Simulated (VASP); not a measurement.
WSe2: single point with PBE+D3(BJ)

System: WSe2, a slab with vacuum.

```xyz
3
Lattice="3.3730 0.0000 0.0000 -1.6865 2.9211 0.0000 0.0000 0.0000 32.7374" Properties=species:S:1:pos:R:3 pbc="T T T"
Se    0.0000    1.9474   14.6547
Se    0.0000    1.9474   18.0827
W     1.6865    0.9737   16.3687
```

| Property | Result |
| --- | --- |
| Program | VASP 6.6.1 |
| Task | single point |
| Functional | PBE |
| Dispersion | D3(BJ) |
| Potentials or basis | VASP PAW PBE potentials, release 64 (Se, W_sv) |
| Cutoff | 520 eV |
| k mesh | 9 × 9 × 1 |
| Occupations | gaussian, width 0.02 eV |
| Spin | no spin polarisation |
| Dipole correction | yes |
| Further INCAR settings | ALGO = Normal; EDIFF = 1e-07; NBANDS = 20 |

```
Largest force              : 0.925 eV/Å
Band gap on the k mesh     : 1.46 eV
Dispersion energy per atom : -0.317 eV
```

Forces on the atoms (eV/Å):
```
Se   0.000  0.000  0.925
Se   0.000  0.000 -0.925
W    0.000  0.000  0.000
```

Levels at points of the mesh, in eV from the valence-band top:
| k point | band 10 | band 11 | band 12 | band 13 | band 14 | band 15 | band 16 | band 17 |
| --- | --- | --- | --- | --- | --- | --- | --- | --- |
| (0.00, 0.00, 0.00) | -2.11 | -1.19 | -1.19 | -0.32 | 2.70 | 2.70 | 2.80 | 2.80 |

Wall time 4.1 min on 1 thread of AMD EPYC 7R13, on a shared host, peak memory 0.46 GiB.

Caveat: spin-orbit coupling is left out, which moves the levels of the heavy elements.
